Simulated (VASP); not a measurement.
Write the native input for VASP 6.6.1 that does the following.

* Task: single point
* Functional: PBE
* Potentials or basis: VASP PAW PBE potentials, release 64 (Al, H)
* Cutoff: 520 eV
* k mesh: 5 × 5 × 1
* Occupations: gaussian, width 0.1 eV
* Spin: no spin polarisation
* Dipole correction: yes
* Further INCAR settings: ALGO = Normal; EDIFF = 1e-07; NBANDS = 32

The structure of Al6H lies in POSCAR:

```
Al6H
1.0
    5.7135165837      0.0000000000      0.0000000000
    0.0000000000      5.7135165837      0.0000000000
    0.0000000000      0.0000000000     22.1746954317
Al H
12 2
Direct
    0.2500000000      0.2500000000      0.1803857921
    0.2500000000      0.7500000000      0.1803857921
    0.7500000000      0.2500000000      0.1803857921
    0.7500000000      0.7500000000      0.1803857921
    0.0000000000      0.0000000000      0.2744050922
    0.0000000000      0.5000000000      0.2744050922
    0.5000000000      0.0000000000      0.2744050922
    0.5000000000      0.5000000000      0.2744050922
    0.2500000000      0.2500000000      0.3686497277
    0.2500000000      0.7500000000      0.3686497277
    0.7500000000      0.2500000000      0.3686497277
    0.7500000000      0.7500000000      0.3686497277
    0.2500000000      0.9343661658      0.4466665827
    0.2500000000      1.0656338342      0.4466665827
```

The input as run:

INCAR

```
PREC = Accurate ; ENCUT = 520
EDIFF = 1E-7 ; ISMEAR = 0
SIGMA = 0.1 ; LREAL = F
LASPH = T ; NELM = 80
ALGO = Normal ; ISIF = 2
LWAVE = F ; LCHARG = F
LDIPOL = T ; IDIPOL = 3
DIPOL = 0.5 0.5 0.299 ; GGA = PE
NBANDS = 32
```

KPOINTS

```
Automatic mesh
0
Gamma
  5 5 1
```

Potentials or basis: VASP PAW PBE potentials, release 64 (Al, H).

Run with:

```bash
$ cat potpaw_PBE.64/Al/POTCAR potpaw_PBE.64/H/POTCAR > POTCAR
$ mpirun -np 1 vasp_std > vasp.out
```

It gave:

The largest force is 1.410 eV/Å and the band gap on the k mesh is zero (band 19 reaches -0.15 eV, above the bottom of band 20 at -0.92 eV).

Wall time 8.8 min on 1 thread of Intel(R) Xeon(R) Platinum 8488C (Sapphire Rapids) (shared host), peak memory 0.66 GiB.
